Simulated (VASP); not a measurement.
Write the native input for VASP 6.6.1 that does the following.

```
Task                   : single point
Functional             : PBE
Potentials or basis    : VASP PAW PBE potentials, release 64 (Sn_d, Se)
Cutoff                 : 520 eV
k mesh                 : 12 × 12 × 4
Occupations            : gaussian, width 0.02 eV
Spin                   : no spin polarisation
Dipole correction      : no
Further INCAR settings : ALGO = Normal; EDIFF = 1e-07; NBANDS = 20
```

The structure of SnSe2 lies in POSCAR:

```
SnSe2
1.0
    3.8716723131      0.0000000000      0.0000000000
   -1.9358361566      3.3529665783      0.0000000000
    0.0000000000      0.0000000000      6.5528349644
Sn Se
1 2
Direct
    0.0000000000      0.0000000000      0.0000000000
    0.6666666667      0.3333333333      0.7569233565
    0.3333333333      0.6666666667      0.2430766435
```

The input as run:

INCAR

```
SYSTEM = SnSe2
PREC     = Accurate       ! precision mode
ENCUT    = 520            ! plane-wave cutoff, eV
EDIFF    = 1E-7           ! SCF threshold, eV
ISMEAR   = 0              ! smearing method
SIGMA    = 0.02           ! smearing width, eV
LREAL    = .False.        ! projectors in reciprocal space
LASPH    = .True.         ! aspherical terms in the spheres
NELM     = 80             ! most SCF steps
ALGO     = Normal         ! electronic algorithm
ISIF     = 2              ! what is computed and relaxed
LWAVE    = .False.        ! write WAVECAR
LCHARG   = .True.         ! write CHGCAR
GGA      = PE             ! functional
LELF     = .True.         ! ELF
LVHAR    = .True.       
NBANDS   = 20             ! bands
```

KPOINTS

```
regular mesh
0
Gamma
  12 12 4
  0 0 0
```

Potentials or basis: VASP PAW PBE potentials, release 64 (Sn_d, Se).

Launch:

```console
$ cat potpaw_PBE.64/Sn_d/POTCAR potpaw_PBE.64/Se/POTCAR > POTCAR
$ mpirun -np 1 vasp_std > vasp.out
```

It gave:

* Pressure: 0.3 GPa
* Largest force: 0.014 eV/Å
* Band gap on the k mesh: 0.70 eV (least direct gap 1.12 eV)

Caveat: semilocal functionals underestimate gaps, and a narrow one can read as zero; spin-orbit coupling is left out, which moves the levels of the heavy elements; this functional lacks dispersion, which binds layers or chains, so the pressure and a relaxed spacing across them are unreliable.

Wall time 3.9 min on 1 thread of Intel Xeon 8259CL, with other jobs on the host, peak memory 0.25 GiB.
